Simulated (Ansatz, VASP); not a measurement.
# GaP: VASP beside Ansatz

```
CELL_PARAMETERS angstrom
0.00000 2.72550 2.72550
2.72550 0.00000 2.72550
2.72550 2.72550 0.00000
ATOMIC_POSITIONS crystal
Ga 0.00000 0.00000 0.00000
P 0.25000 0.25000 0.25000
```

Alike in both runs: task single point; functional LDA; k mesh 10 × 10 × 10; occupations gaussian, width 0.03 eV; no spin polarisation.

|  | VASP | Ansatz |
| --- | --- | --- |
| version | VASP 6.6.1 | Ansatz 0.2.0 |
| potentials or method | VASP PAW LDA potentials, release 64 (Ga_d, P) | scalar-relativistic, plane waves, PAW |
| plane-wave cutoff (eV) | 520 | 420 |
| valence electrons in the cell | 18 | 18 |

Ansatz gave:

| Quantity | Value |
| --- | --- |
| gap on the k mesh at the Fermi level (eV) | 1.45 |
| least direct gap on the mesh (eV) | 1.61 |

Problem. What did VASP give for the same quantities?

Solution. gap on the k mesh at the Fermi level (eV): 1.46; least direct gap on the mesh (eV): 1.64.

LDA's correlation is that of Perdew and Zunger in VASP and of Perdew and Wang (1992) in Ansatz.
